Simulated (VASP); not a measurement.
SiC:

```
Si C
1.0
     0.00000    2.20767    2.20767
     2.20767    0.00000    2.20767
     2.20767    2.20767    0.00000
Si C
1 1
Direct
  0.00000 0.00000 0.00000
  0.25000 0.25000 0.25000
```

Base run:

```yaml
Program: VASP 6.6.1
Functional: PBE
Potentials_or_basis: VASP PAW PBE potentials, release 64 (Si, C)
Cutoff: 600 eV
k_mesh: 6 × 6 × 6
Occupations: gaussian, width 0.01 eV
Spin: no spin polarisation
```

Its results: band gap on the k mesh 1.39 eV, indirect (least direct gap 4.50 eV); pressure -5.1 GPa.

Problem. The run is repeated on the same cell with these changes: k mesh from 6 × 6 × 6 to 3 × 3 × 3. What comes out?

Solution. Band gap on the k mesh 2.47 eV, indirect (least direct gap 5.06 eV); pressure -3.7 GPa.

Caveats: some runs use coarse meshes.

A k mesh can miss the band edges.
